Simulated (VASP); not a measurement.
# Ni (Im-3m) in VASP: further runs

Ni is run at these levels: r2SCAN; tasks: single point.

Program: VASP 6.6.1. These are calculated values, not measurements. Logs are shortened: lines on timing, memory, paths and dates and some standing lists are left out, and cuts for length are marked.

**1. The cell of the first run**

Symmetry: Im-3m, No. 229, cubic system. Conventional cell: a = 2.767 Å, b = 2.767 Å, c = 2.767 Å, α = 90.00°, β = 90.00°, γ = 90.00°. Within 3.2 Å of Ni (site symmetry m-3m) lie 14 Ni at 2.40 to 2.77 Å.

This isn't the form of Ni at room conditions, which is fcc.

**2. Single point, r2SCAN, collinear spin, ferromagnetic start**

Input file POSCAR:

```
Ni
1.0
   -1.3837154700      1.3837154700      1.3837154700
    1.3837154700     -1.3837154700      1.3837154700
    1.3837154700      1.3837154700     -1.3837154700
Ni
1
Direct
    0.0000000000      0.0000000000      0.0000000000
```

Input file INCAR.step1:

```
SYSTEM = Ni
ALGO = Normal
EDIFF = 1E-4
ENCUT = 520
GGA = PE
ISMEAR = 0
ISPIN = 2
LASPH = .True.
LCHARG = .False.
LMAXMIX = 4
LREAL = .False.
LWAVE = .True.
MAGMOM = 0.78
NBANDS = 15
NELM = 150
PREC = Accurate
SIGMA = 0.15
```

Input file INCAR.step2:

```
SYSTEM = Ni
ALGO = Normal
EDIFF = 1E-6
ENCUT = 520
ISIF = 2
ISMEAR = 0
ISPIN = 2
ISTART = 1
LASPH = .True.
LCHARG = .True.
LELF = .True.
LMAXMIX = 4
LMIXTAU = .True.
LORBIT = 11
LREAL = .False.
LVHAR = .True.
LWAVE = .False.
MAGMOM = 0.78
METAGGA = R2SCAN
NBANDS = 15
NELM = 150
PREC = Accurate
SIGMA = 0.15
```

Input file KPOINTS:

```
k-points
0
Gamma
  24 24 24
  0 0 0
```

Potentials or basis: VASP PAW PBE potentials, release 64 (Ni).

Launch:

```sh
> cat potpaw_PBE.64/Ni/POTCAR > POTCAR
> cp INCAR.step1 INCAR
> mpirun -np 1 vasp_std > vasp.out
> cp INCAR.step2 INCAR
> mpirun -np 1 vasp_std > vasp.out
```

OUTCAR:

```text
SYSTEM = Ni
   EDIFF = 1E-6
   ENCUT = 520
   ISIF = 2
   ISMEAR = 0
   ISPIN = 2
   ISTART = 1
   LASPH = .True.
   LORBIT = 11
   LREAL = .False.
   METAGGA = R2SCAN
   NELM = 150
   PREC = Accurate

 ion  position               nearest neighbor table
   1  0.000  0.000  0.000-

  LATTYP: Found a body centered cubic cell.
 ALAT       =     2.7674309400

  Lattice vectors:

 A1 = (  -1.3837154700,   1.3837154700,   1.3837154700)
 A2 = (   1.3837154700,  -1.3837154700,   1.3837154700)
 A3 = (   1.3837154700,   1.3837154700,  -1.3837154700)

Analysis of symmetry for initial positions (statically):
=====================================================================
 Subroutine PRICEL returns:
 Original cell was already a primitive cell.

 Routine SETGRP: Setting up the symmetry group for a
 body centered cubic supercell.

 Subroutine GETGRP returns: Found 48 space group operations
 (whereof 48 operations were pure point group operations)
 out of a pool of 48 trial point group operations.

The static configuration has the point symmetry O_h .

Analysis of symmetry for dynamics (positions and initial velocities):
=====================================================================
 Subroutine PRICEL returns:
 Original cell was already a primitive cell.

 Routine SETGRP: Setting up the symmetry group for a
 body centered cubic supercell.

 Subroutine GETGRP returns: Found 48 space group operations
 (whereof 48 operations were pure point group operations)
 out of a pool of 48 trial point group operations.

The dynamic configuration has the point symmetry O_h .

Analysis of structural, dynamic, and magnetic symmetry:
=====================================================================
 Subroutine PRICEL returns:
 Original cell was already a primitive cell.

 Routine SETGRP: Setting up the symmetry group for a
 body centered cubic supercell.

 Subroutine GETGRP returns: Found 48 space group operations
 (whereof 48 operations were pure point group operations)
 out of a pool of 48 trial point group operations.

The overall configuration has the point symmetry O_h .

 Subroutine INISYM returns: Found 48 space group operations
 (whereof 48 operations are pure point group operations),
 and found     1 'primitive' translations

----------------------------------------------------------------------------------------

                                     Primitive cell

  volume of cell :      10.5974

  direct lattice vectors                    reciprocal lattice vectors
    -1.383715470  1.383715470  1.383715470     0.000000000  0.361345964  0.361345964
[... 127 lines left out ...]
  ext. energy  EPLUGINS =         0.00000000
  ---------------------------------------------------
  free energy    TOTEN  =       -11.83761521 eV

  energy without entropy =      -11.82513814  energy(sigma->0) =      -11.83137668

 E-fermi :   9.4928     XC(G=0): -14.5416

 val. band max:        9.4778666866   @ k =   0.3750   0.1667   0.0000
 cond. band min:       9.5011919778   @ k =  -0.3750  -0.3750   0.1250
 fundamental gap:      0.0233252912
 Fermi energy:         9.4928350036

 spin component 1

 k-point     1 :       0.0000    0.0000    0.0000
  band No.  band energies     occupation
      1       0.0863      1.00000
      2       6.7798      1.00000
      3       6.7800      1.00000
      4       6.7800      1.00000
      5       8.3416      1.00000
      6       8.3416      1.00000
      7      37.2466      0.00000
      8      37.2468      0.00000
      9      37.2468      0.00000
     10      42.4547      0.00000
     11      42.4547      0.00000
     12      43.9670      0.00000
     13      43.9673      0.00000
     14      43.9673      0.00000
[... 403 lines left out ...]
      4       8.3841      1.00000
      5       8.8797      1.00000
      6      10.0194      0.00000
      7      16.4504      0.00000
      8      29.1639      0.00000
      9      30.5394      0.00000
     10      34.8483      0.00000
     11      38.7687      0.00000
     12      46.9150      0.00000
     13      51.5136      0.00000
     14      52.4182      0.00000
     15      53.4902      0.00000

 [... further k-points ...]

 spin component 2

 k-point     1 :       0.0000    0.0000    0.0000
  band No.  band energies     occupation
      1      -0.0943      1.00000
      2       7.9216      1.00000
      3       7.9216      1.00000
      4       7.9218      1.00000
      5       8.9593      1.00000
      6       8.9593      1.00000
      7      37.2143      0.00000
      8      37.2143      0.00000
      9      37.2144      0.00000
     10      42.4448      0.00000
     11      42.4449      0.00000
     12      44.3470      0.00000
     13      44.3470      0.00000
     14      44.3470      0.00000
[... 403 lines left out ...]
      4       9.0471      0.99999
      5       9.5388      0.33226
      6      10.6528      0.00000
      7      16.9694      0.00000
      8      29.1582      0.00000
      9      30.7378      0.00000
     10      35.0564      0.00000
     11      38.9777      0.00000
     12      47.0885      0.00000
     13      51.8333      0.00000
     14      53.4810      0.00000
     15      54.9078      0.00000

 [... further k-points ...]

------------------------ aborting loop because EDIFF is reached ----------------------------------------

  FORCE on cell =-STRESS in cart. coord.  units (eV):
  Direction    XX          YY          ZZ          XY          YZ          ZX
  --------------------------------------------------------------------------------------
  -------------------------------------------------------------------------------------
  Total        0.0214485      0.0214485      0.0214485      0.0000000      0.0000000     -0.0000000
  in kB        3.2426981      3.2426981      3.2426981      0.0000000      0.0000000     -0.0000000
  external PRESSURE =       3.2426981 kB  Pullay stress =       0.0000000 kB

 VOLUME and BASIS-vectors are now :
 -----------------------------------------------------------------------------
  energy-cutoff  :      520.00
  volume of cell :       10.60
      direct lattice vectors                 reciprocal lattice vectors
    -1.383715470  1.383715470  1.383715470     0.000000000  0.361345964  0.361345964
     1.383715470 -1.383715470  1.383715470     0.361345964  0.000000000  0.361345964
     1.383715470  1.383715470 -1.383715470     0.361345964  0.361345964  0.000000000

 POSITION                                       TOTAL-FORCE (eV/Angst)
 -----------------------------------------------------------------------------------
      0.00000      0.00000      0.00000         0.000000      0.000000      0.000000
 -----------------------------------------------------------------------------------
    total drift:                                0.000000      0.000000      0.000000

  FREE ENERGIE OF THE ION-ELECTRON SYSTEM (eV)
  ---------------------------------------------------
  free  energy   TOTEN  =       -11.8376152081 eV

  energy  without entropy=      -11.8251381422  energy(sigma->0) =      -11.83137668

 total charge

# of ion       s       p       d       tot
------------------------------------------
    1        0.517   0.526   8.356   9.399

 magnetization (x)

# of ion       s       p       d       tot
------------------------------------------
    1       -0.008  -0.030   0.680   0.642
```

It took 3.4 min on 1 thread of Intel Xeon 6975P-C (Granite Rapids), shared host; peak memory 0.21 GiB.

Results:

```yaml
Free_energy: -11.8376 eV
Pressure: 0.3 GPa
Net_moment: 0.63 μB per cell
Site_moments: Ni +0.64 μB
Valence_electrons_inside_the_program's_atomic_spheres: Ni 9.40
```

Caveat: the PAW data sets were made with another functional, which shifts forces and pressure a little.

**3. Single point, r2SCAN, collinear spin, ferromagnetic start**

POSCAR is that of step 2.

Input file INCAR.step1:

```
ALGO = Normal ; EDIFF = 1E-4
ENCUT = 520 ; GGA = PE
ISMEAR = 0 ; ISPIN = 2
LASPH = True ; LCHARG = False
LMAXMIX = 4 ; LREAL = False
LWAVE = True ; MAGMOM = 0.78
NBANDS = 15 ; NELM = 150
PREC = Accurate ; SIGMA = 0.15
```

Input file INCAR.step2:

```
ALGO = Normal ; EDIFF = 1E-6
ENCUT = 520 ; ISIF = 2
ISMEAR = 0 ; ISPIN = 2
ISTART = 1 ; LASPH = True
LCHARG = False ; LMAXMIX = 4
LMIXTAU = True ; LORBIT = 11
LREAL = False ; LWAVE = False
MAGMOM = 0.78 ; METAGGA = R2SCAN
NBANDS = 15 ; NELM = 150
PREC = Accurate ; SIGMA = 0.15
```

Input file KPOINTS:

```
k-points
0
Gamma
  26 26 26
```

Potentials or basis: VASP PAW PBE potentials, release 64 (Ni).

Launch:

```sh
> cat potpaw_PBE.64/Ni/POTCAR > POTCAR
> cp INCAR.step1 INCAR
> mpirun -np 1 vasp_std > vasp.out
> cp INCAR.step2 INCAR
> mpirun -np 1 vasp_std > vasp.out
```

It took 4.3 min on 1 thread of Intel Xeon 6975P-C (Granite Rapids), shared host; peak memory 0.23 GiB.

Results (log left out):

| Property | Result |
| --- | --- |
| Free energy | -11.8377 eV |
| Pressure | 0.2 GPa |
| Net moment | 0.62 μB per cell |
| Site moments | Ni +0.63 μB |
| Valence electrons inside the program's atomic spheres | Ni 9.40 |

Levels at points of the mesh, in eV from the Fermi level:
Spin up:
| k point | band 3 | band 4 | band 5 | band 6 | band 7 | band 8 |
| --- | --- | --- | --- | --- | --- | --- |
| (0.00, 0.00, 0.00) | -2.70 | -2.70 | -1.14 | -1.14 | 27.76 | 27.76 |
| (0.50, 0.00, 0.00) | -1.25 | -0.98 | -0.36 | 0.23 | 6.82 | 20.14 |
| (0.50, 0.50, 0.50) | -0.59 | -0.59 | -0.59 | 10.40 | 10.40 | 10.40 |
Spin down:
```csv
k point,band 3,band 4,band 5,band 6,band 7,band 8
"(0.00, 0.00, 0.00)",-1.57,-1.57,-0.53,-0.53,27.73,27.73
"(0.50, 0.00, 0.00)",-0.45,-0.35,0.05,0.93,7.35,20.08
"(0.50, 0.50, 0.50)",0.69,0.69,0.69,10.43,10.43,10.43
```

Caveat: the PAW data sets were made with another functional, which shifts forces and pressure a little.
